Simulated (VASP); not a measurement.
# LaNiF6 (R-3m) in VASP: further runs

Runs on LaNiF6. Level: r2SCAN. Tasks: single point.

Program: VASP 6.6.1. These are calculated values, not measurements. Logs are shortened: lines on timing, memory, paths and dates and some standing lists are left out, and cuts for length are marked.

### Step 1. The cell of the first run

The structure is trigonal, space group R-3m (No. 166). Conventional cell: a = 7.146 Å, b = 7.146 Å, c = 6.724 Å, α = 90.00°, β = 90.00°, γ = 120.00°. Within 3.5 Å of La (site symmetry -3m) lie 12 F at 2.64 to 2.75 Å and 2 Ni at 3.36 Å. Ni (site symmetry -3m) has 6 F at 1.82 Å within 2.4 Å. F (site symmetry m) has 1 Ni at 1.82 Å within 2.4 Å.

### Step 2. Single point, r2SCAN

The input, POSCAR:

```
LaNiF6
1.0
    3.5732410000      2.0630140000      2.2414030000
   -3.5732410000      2.0630140000      2.2414030000
    0.0000000000     -4.1260270000      2.2414030000
La Ni F
1 1 6
Direct
    0.5000000000      0.5000000000      0.5000000000
    0.0000000000      0.0000000000      0.0000000000
    0.2760000000      0.9160000000      0.2760000000
    0.2760000000      0.2760000000      0.9160000000
    0.9160000000      0.2760000000      0.2760000000
    0.7240000000      0.0840000000      0.7240000000
    0.0840000000      0.7240000000      0.7240000000
    0.7240000000      0.7240000000      0.0840000000
```

The input, INCAR.step1:

```
  ALGO = Normal
  EDIFF = 1E-4
  ENCUT = 520
  GGA = PE
  ISMEAR = -1
  LASPH = True
  LCHARG = False
  LREAL = False
  LWAVE = True
  NBANDS = 42
  NELM = 60
  PREC = Accurate
  SIGMA = 0.1
```

The input, INCAR.step2:

```
  ALGO = Normal
  EDIFF = 1E-6
  ENCUT = 520
  ISIF = 2
  ISMEAR = -1
  ISTART = 1
  LASPH = True
  LCHARG = False
  LMIXTAU = True
  LREAL = False
  LWAVE = False
  METAGGA = R2SCAN
  NBANDS = 42
  NELM = 60
  PREC = Accurate
  SIGMA = 0.1
```

The input, KPOINTS:

```
k-points
0
Gamma
  4 4 4
```

Potentials or basis: VASP PAW PBE potentials, release 64 (La, Ni, F).

Run with:

```console
$ cat potpaw_PBE.64/La/POTCAR potpaw_PBE.64/Ni/POTCAR potpaw_PBE.64/F/POTCAR > POTCAR
$ cp INCAR.step1 INCAR
$ mpirun -np 1 vasp_std > vasp.out
$ cp INCAR.step2 INCAR
$ mpirun -np 1 vasp_std > vasp.out
```

OUTCAR:

```text
EDIFF = 1E-6
   ENCUT = 520
   ISIF = 2
   ISMEAR = -1
   ISTART = 1
   LASPH = True
   LREAL = False
   METAGGA = R2SCAN
   NELM = 60
   PREC = Accurate

 ion  position               nearest neighbor table
   1  0.500  0.500  0.500-   3 2.64   5 2.64   6 2.64   7 2.64   4 2.64   8 2.64   7 2.75   6 2.75
                             3 2.75   5 2.75   8 2.75   4 2.75   2 3.36   2 3.36
   2  0.000  0.000  0.000-   3 1.82   5 1.82   6 1.82   7 1.82   4 1.82   8 1.82   1 3.36   1 3.36

   3  0.276  0.916  0.276-   2 1.82   1 2.64   1 2.75
   4  0.276  0.276  0.916-   2 1.82   1 2.64   1 2.75
   5  0.916  0.276  0.276-   2 1.82   1 2.64   1 2.75
   6  0.724  0.084  0.724-   2 1.82   1 2.64   1 2.75
   7  0.084  0.724  0.724-   2 1.82   1 2.64   1 2.75
   8  0.724  0.724  0.084-   2 1.82   1 2.64   1 2.75

  LATTYP: Found a trigonal (rhomboedric) cell.
 ALAT       =     4.6955261065
 COS(alpha) =    -0.1582067554

  Lattice vectors:

 A1 = (   3.5732410000,   2.0630140000,   2.2414030000)
 A2 = (  -3.5732410000,   2.0630140000,   2.2414030000)
 A3 = (   0.0000000000,  -4.1260270000,   2.2414030000)

Analysis of symmetry for initial positions (statically):
=====================================================================
 Subroutine PRICEL returns:
 Original cell was already a primitive cell.

 Routine SETGRP: Setting up the symmetry group for a
 trigonal (rhombohedral) supercell.

 Subroutine GETGRP returns: Found 12 space group operations
 (whereof 12 operations were pure point group operations)
 out of a pool of 12 trial point group operations.

The static configuration has the point symmetry D_3d.

Analysis of symmetry for dynamics (positions and initial velocities):
=====================================================================
 Subroutine PRICEL returns:
 Original cell was already a primitive cell.

 Routine SETGRP: Setting up the symmetry group for a
 trigonal (rhombohedral) supercell.

 Subroutine GETGRP returns: Found 12 space group operations
 (whereof 12 operations were pure point group operations)
 out of a pool of 12 trial point group operations.

The dynamic configuration has the point symmetry D_3d.

 Subroutine INISYM returns: Found 12 space group operations
 (whereof 12 operations are pure point group operations),
 and found     1 'primitive' translations

----------------------------------------------------------------------------------------

                                     Primitive cell

  volume of cell :      99.1370

  direct lattice vectors                    reciprocal lattice vectors
     3.573241000  2.063014000  2.241403000     0.139928989  0.080787961  0.148716365
    -3.573241000  2.063014000  2.241403000    -0.139928989  0.080787961  0.148716365
     0.000000000 -4.126027000  2.241403000     0.000000000 -0.161575921  0.148716401

  length of vectors
     4.695526106  4.695526106  4.695528321     0.219598210  0.219598210  0.219598147

  position of ions in fractional coordinates (direct lattice)
     0.500000000  0.500000000  0.500000000
     0.000000000  0.000000000  0.000000000
     0.276000000  0.916000000  0.276000000
     0.276000000  0.276000000  0.916000000
     0.916000000  0.276000000  0.276000000
     0.724000000  0.084000000  0.724000000
     0.084000000  0.724000000  0.724000000
     0.724000000  0.724000000  0.084000000

  ion indices of the primitive-cell ions
   primitive index   ion index
                 1           1
                 2           2
                 3           3
                 4           4
                 5           5
                 6           6
                 7           7
                 8           8

----------------------------------------------------------------------------------------

 KPOINTS: k-points

Automatic generation of k-mesh.
 Grid dimensions read from file:
 generate k-points for:    4    4    4

 Generating k-lattice:

  Cartesian coordinates                     Fractional coordinates (reciprocal lattice)
     0.034982247  0.020196990  0.037179091     0.250000000 -0.000000000  0.000000000
    -0.034982247  0.020196990  0.037179091    -0.000000000  0.250000000  0.000000000
     0.000000000 -0.040393980  0.037179100     0.000000000  0.000000000  0.250000000

  Length of vectors
     0.054899552  0.054899552  0.054899537

  Shift w.r.t. Gamma in fractional coordinates (k-lattice)
     0.000000000  0.000000000  0.000000000

 Subroutine IBZKPT returns following result:
 ===========================================

 Found     13 irreducible k-points:

 Following reciprocal coordinates:
            Coordinates               Weight
  0.000000  0.000000  0.000000      1.000000
  0.250000  0.000000  0.000000      6.000000
  0.500000  0.000000  0.000000      3.000000
  0.250000  0.250000  0.000000      6.000000
  0.500000  0.250000 -0.000000     12.000000
 -0.250000  0.250000  0.000000      6.000000
  0.500000  0.500000  0.000000      3.000000
  0.250000  0.250000  0.250000      2.000000
  0.500000  0.250000  0.250000      6.000000
 -0.250000  0.250000  0.250000      6.000000
  0.500000  0.500000  0.250000      6.000000
 -0.250000  0.500000  0.250000      6.000000
  0.500000  0.500000  0.500000      1.000000
   k-points           NKPTS =     13   k-points in BZ     NKDIM =     13   number of bands    NBANDS=     42
   number of dos      NEDOS =    301   number of ions     NIONS =      8
   total plane-waves  NPLWV =  46656
   dimension x,y,z NGX =    36 NGY =   36 NGZ =   36
   dimension x,y,z NGXF=    72 NGYF=   72 NGZF=   72
   ions per type =               1   1   6
   NGX,Y,Z   is equivalent  to a cutoff of  12.75, 12.75, 12.75 a.u.
   NGXF,Y,Z  is equivalent  to a cutoff of  25.49, 25.49, 25.49 a.u.
 SYSTEM =  unknown system
   PREC   = accura    normal or accurate (medium, high low for compatibility)
   ISTART =      1    job   : 0-new  1-cont  2-samecut
   ICHARG =      0    charge: 1-file 2-atom 10-const
   ISPIN  =      1    spin polarized calculation?
   LNONCOLLINEAR =      F non collinear calculations
   LSORBIT =      F    spin-orbit coupling
   LASPH  =      T    aspherical Exc in radial PAW
   ENCUT  =  520.0 eV  38.22 Ry    6.18 a.u.   8.73  8.73  8.73*2*pi/ulx,y,z
   NELM   =     60;   NELMIN=  2; NELMDL=  0     # of ELM steps
   EDIFF  = 0.1E-05   stopping-criterion for ELM
   LREAL  =      F    real-space projection
   EDIFFG = 0.1E-04   stopping-criterion for IOM
   NSW    =      0    number of steps for IOM
   IBRION =     -1    ionic relax: 0-MD 1-quasi-New 2-CG
   NFREE  =      0    steps in history (QN), initial steepest desc. (CG)
   ISIF   =      2    stress and relaxation
   ISYM   =      2    0-nonsym 1-usesym 2-fastsym
   POTIM  = 0.5000    time-step for ionic-motion
   TEBEG  =    0.0;   TEEND  =   0.0 temperature during run
   PSTRESS=    0.0 pullay stress
   NELECT =      63.0000    total number of electrons
   NUPDOWN=      -1.0000    fix difference up-down
   EMIN   =  10.00;   EMAX   =-10.00  energy-range for DOS
   EFERMI =   0.00;   METHOD = LEGACY
   ISMEAR =    -1;   SIGMA  =   0.10  broadening in eV -4-tet -1-fermi 0-gaus
   EFERMI_NEDOS =   21; number of points for ismear=-14 and -15
   IALGO  =     38    algorithm
   IMIX   =      4    mixing-type and parameters
     AMIX     =   0.40;   BMIX     =  1.00
     AMIX_MAG =   1.60;   BMIX_MAG =  1.00
  volume/ion in A,a.u.               =      12.39        83.63
  Fermi-wavevector in a.u.,A,eV,Ry     =   1.407483  2.659757 26.953254  1.981008
  Thomas-Fermi vector in A             =   2.529738
   LORBIT       =      0    0 simple, 1 ext, 2 COOP (PROOUT), +10 PAW based schemes
   METAGGA = R2SCAN    functional components
   LHFCALC =     F    Hartree Fock is set to
   AEXX    =    0.0000 exact exchange contribution
   IVDW    =     0    specifies the selected vdW correction
   LEPSILON=     F    determine dielectric tensor
   LRPA    =     F    only Hartree local field effects (RPA)
 non-spin polarized calculation
  energy-cutoff  :      520.00
  volume of cell :       99.14
 maximum number of plane-waves:      2690
 NGX is ok and might be reduce to    36
   NGX = 17   NGY = 17   NGZ = 17

 number of electron      63.0000078 magnetization

 Free energy of the ion-electron system (eV)
  ---------------------------------------------------
  ext. energy  EPLUGINS =         0.00000000
  ---------------------------------------------------
  free energy    TOTEN  =       -84.69440657 eV

  energy without entropy =      -84.50824071  energy(sigma->0) =      -84.60132364

 E-fermi :   3.8595     XC(G=0): -10.8974

 val. band max:        3.8518262169   @ k =   0.5000   0.5000   0.2500
 cond. band min:       3.8879100153   @ k =   0.2500   0.0000   0.0000
 fundamental gap:      0.0360837984
 Fermi energy:         3.8594765221

 k-point     1 :       0.0000    0.0000    0.0000
  band No.  band energies     occupation
      1     -29.9319      2.00000
      2     -21.4361      2.00000
      3     -20.6430      2.00000
      4     -20.6430      2.00000
      5     -20.5699      2.00000
      6     -20.5699      2.00000
[... 34 lines left out ...]
     41       9.4980      0.00000
     42       9.6344      0.00000

 k-point     2 :       0.2500    0.0000    0.0000
  band No.  band energies     occupation
      1     -29.9252      2.00000
      2     -21.4141      2.00000
      3     -20.7677      2.00000
      4     -20.6454      2.00000
      5     -20.5819      2.00000
      6     -20.5670      2.00000
[... 34 lines left out ...]
     41       9.0624      0.00000
     42       9.4771      0.00000

 k-point     3 :       0.5000    0.0000    0.0000
  band No.  band energies     occupation
      1     -29.9184      2.00000
      2     -21.3906      2.00000
      3     -20.8558      2.00000
      4     -20.6470      2.00000
      5     -20.5669      2.00000
      6     -20.5646      2.00000
[... 402 lines left out ...]
      4     -20.7941      2.00000
      5     -20.6678      2.00000
      6     -20.5240      2.00000
[... 34 lines left out ...]
     41       8.5800      0.00000
     42       8.9298      0.00000

 k-point    13 :       0.5000    0.5000    0.5000
  band No.  band energies     occupation
      1     -29.8948      2.00000
      2     -21.1445      2.00000
      3     -20.8534      2.00000
      4     -20.8534      2.00000
      5     -20.7269      2.00000
      6     -20.5624      2.00000
[... 34 lines left out ...]
     41       8.5150      0.00000
     42       8.5155      0.00000

------------------------ aborting loop because EDIFF is reached ----------------------------------------

  FORCE on cell =-STRESS in cart. coord.  units (eV):
  Direction    XX          YY          ZZ          XY          YZ          ZX
  --------------------------------------------------------------------------------------
  -------------------------------------------------------------------------------------
  Total       -2.2255289     -2.2255332      0.1181206      0.0000000      0.0000000      0.0000000
  in kB      -35.9673303    -35.9674005      1.9089762      0.0000000      0.0000003      0.0000000
  external PRESSURE =     -23.3419182 kB  Pullay stress =       0.0000000 kB

 VOLUME and BASIS-vectors are now :
 -----------------------------------------------------------------------------
  energy-cutoff  :      520.00
  volume of cell :       99.14
      direct lattice vectors                 reciprocal lattice vectors
     3.573241000  2.063014000  2.241403000     0.139928989  0.080787961  0.148716365
    -3.573241000  2.063014000  2.241403000    -0.139928989  0.080787961  0.148716365
     0.000000000 -4.126027000  2.241403000     0.000000000 -0.161575921  0.148716401

 POSITION                                       TOTAL-FORCE (eV/Angst)
 -----------------------------------------------------------------------------------
      0.00000      0.00000      3.36210        -0.000000     -0.000000     -0.000000
      0.00000      0.00000      0.00000        -0.000000     -0.000000     -0.000000
     -2.28687      1.32033      3.29038         0.481821     -0.278179      1.090372
      0.00000     -2.64066      3.29038        -0.000000      0.556359      1.090372
      2.28687      1.32033      3.29038        -0.481821     -0.278179      1.090372
      2.28687     -1.32033      3.43383        -0.481821      0.278179     -1.090372
     -2.28687     -1.32033      3.43383         0.481821      0.278179     -1.090372
      0.00000      2.64066      3.43383        -0.000000     -0.556359     -1.090372
 -----------------------------------------------------------------------------------
    total drift:                               -0.000000      0.000000      0.000000

  FREE ENERGIE OF THE ION-ELECTRON SYSTEM (eV)
  ---------------------------------------------------
  free  energy   TOTEN  =       -84.6944065682 eV

  energy  without entropy=      -84.5082407065  energy(sigma->0) =      -84.60132364
```

Run time: 1.9 min. Hardware: 1 thread of Intel Xeon 6975P-C (Granite Rapids), shared host; peak memory 0.24 GiB.

Results:

```
Free energy   : -84.6944 eV
Pressure      : -2.3 GPa
Largest force : 1.224 eV/Å
```

Forces on the atoms (eV/Å):
```
La   0.000  0.000  0.000
Ni   0.000  0.000  0.000
F    0.482 -0.278  1.090
F    0.000  0.556  1.090
F   -0.482 -0.278  1.090
F   -0.482  0.278 -1.090
F    0.482  0.278 -1.090
F    0.000 -0.556 -1.090
```

Levels at points of the mesh, in eV from the Fermi level:
```tsv
k point	band 27	band 28	band 29	band 30	band 31	band 32	band 33	band 34	band 35	band 36
(0.00, 0.00, 0.00)	-3.46	-2.89	-2.34	-2.33	-2.33	-0.10	-0.10	2.49	2.49	2.50
(0.50, 0.00, 0.00)	-3.44	-3.37	-2.31	-2.28	-2.09	0.15	0.36	2.49	2.51	2.52
(0.50, 0.50, 0.00)	-3.68	-3.66	-2.53	-2.33	-1.98	-0.05	0.32	2.49	2.51	2.53
(0.50, 0.50, 0.50)	-3.83	-3.29	-2.42	-2.10	-2.10	0.05	0.05	2.47	2.55	2.55
```

Caveat: the PAW data sets were made with another functional, which shifts forces and pressure a little; spin-orbit coupling is left out, which moves the levels of the heavy elements; an odd number of electrons without spin polarisation forces a metal; a magnetic or distorted state may lie lower; the run has no spin polarisation, though such a crystal can be magnetic; semilocal functionals often make such compounds metallic where correlation or magnetic order opens a gap, which also shifts bond lengths. Spin polarisation is off, so any magnetic state and its effect on volume and gap are missing.

(Continued in part 2 of 2.)
